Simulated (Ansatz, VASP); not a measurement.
**Two plane-wave programs on SrAl3O2**

```
CELL_PARAMETERS angstrom
6.21049 0.00000 0.00000
-3.10525 5.37845 0.00000
0.00000 0.00000 3.10224
ATOMIC_POSITIONS crystal
Sr 0.00000 0.00000 0.50000
Al 0.50000 0.00000 0.50000
Al 0.00000 0.50000 0.50000
Al 0.50000 0.50000 0.50000
O 0.33333 0.66667 0.00000
O 0.66667 0.33333 0.00000
```

Alike in both runs: functional PBE; k mesh 6 × 6 × 4; occupations gaussian, width 0.1 eV; collinear spin.

Ansatz relaxed the structure, and its values are those at the end. VASP's run is a single point on that final structure, the one shown.

|  | VASP | Ansatz |
| --- | --- | --- |
| version | VASP 6.6.1 | Ansatz 0.2.0 |
| potentials or method | VASP PAW PBE potentials, release 64 (Sr_sv, Al, O), cutoff 520 eV | scalar-relativistic, plane waves, PAW |
| valence electrons in the cell | 31 | 31 |

|  | VASP | Ansatz | Ansatz less VASP |
| --- | --- | --- | --- |
| gap on the k mesh at the Fermi level (eV) | none | none | - |
| pressure (GPa) | 0.2 | 0.2 | 0.00 |
| net moment per atom (μB) | 0.00 | 0.00 | 0.000 |

A gap of «none» marks a metal or a gap that the smearing closes. Ansatz's warnings: seeded moment not kept.

The k mesh is coarse, so the values compare programs but aren't converged.
